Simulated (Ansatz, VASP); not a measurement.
## Two plane-wave programs on ZrC

File POSCAR:

```
ZrC
1.0
    3.2754199538      0.0000000000      0.0000000000
   -1.6377099769      2.8365968880      0.0000000000
    0.0000000000      0.0000000000      5.1883781813
Zr C
2 2
Direct
    0.3333333300      0.6666666700      0.2500000000
    0.6666666700      0.3333333300      0.7500000000
    0.0000000000      0.0000000000      0.0000000000
    0.0000000000      0.0000000000      0.5000000000
```

The input INCAR.step1:

```
PREC = Accurate
ENCUT = 520
ISMEAR = 0
SIGMA = 0.1
LREAL = False
LASPH = True
NELM = 60
NBANDS = 24
GGA = PE
ALGO = Normal
EDIFF = 1E-4
LWAVE = True
LCHARG = False
```

File INCAR.step2:

```
PREC = Accurate
ENCUT = 520
EDIFF = 1E-6
ISMEAR = 0
SIGMA = 0.1
LREAL = False
LASPH = True
NELM = 60
ALGO = Normal
ISIF = 2
LWAVE = False
LCHARG = False
METAGGA = R2SCAN
LMIXTAU = True
NBANDS = 24
ISTART = 1
```

The input KPOINTS:

```
Automatic mesh
0
Gamma
  15 15 8
```

Input for Ansatz:

```yaml
crystal:
  lattice:
    - [3.2754199538, 0.0, 0.0]
    - [-1.6377099769, 2.836596888, 0.0]
    - [0.0, 0.0, 5.1883781813]
  atoms:
    - { symbol: Zr, position: [0.33333333, 0.66666667, 0.25] }
    - { symbol: Zr, position: [0.66666667, 0.33333333, 0.75] }
    - { symbol: C, position: [0.0, 0.0, 0.0] }
    - { symbol: C, position: [0.0, 0.0, 0.5] }
basis:
  ecutwfc: 500
kpoints:
  mp_grid: { grid: [15, 15, 8] }
hamiltonian:
  xc: r2scan
scf:
  occupations: { method: gaussian, width: 0.1 }
output:
  forces: true
  stress: true
  eigenvalues: true
```

Alike in both runs: task single point; functional r2SCAN; k mesh 15 × 15 × 8; occupations gaussian, width 0.1 eV; no spin polarisation.

|  | VASP | Ansatz |
| --- | --- | --- |
| version | VASP 6.6.1 | Ansatz 0.2.0 |
| potentials or method | VASP PAW PBE potentials, release 64 (Zr_sv, C), cutoff 520 eV | scalar-relativistic, plane waves, PAW |
| valence electrons in the cell | 32 | 32 |

|  | VASP | Ansatz | Ansatz less VASP |
| --- | --- | --- | --- |
| gap on the k mesh at the Fermi level (eV) | none | none | - |
| pressure (GPa) | 21.3 | 21.0 | -0.28 |
| traceless stress, the component that is largest in VASP (GPa) | -1.14 | -1.14 | -0.005 |

VASP's potentials were made for PBE, not for r2SCAN. A gap of «none» marks a metal or a gap that the smearing closes.
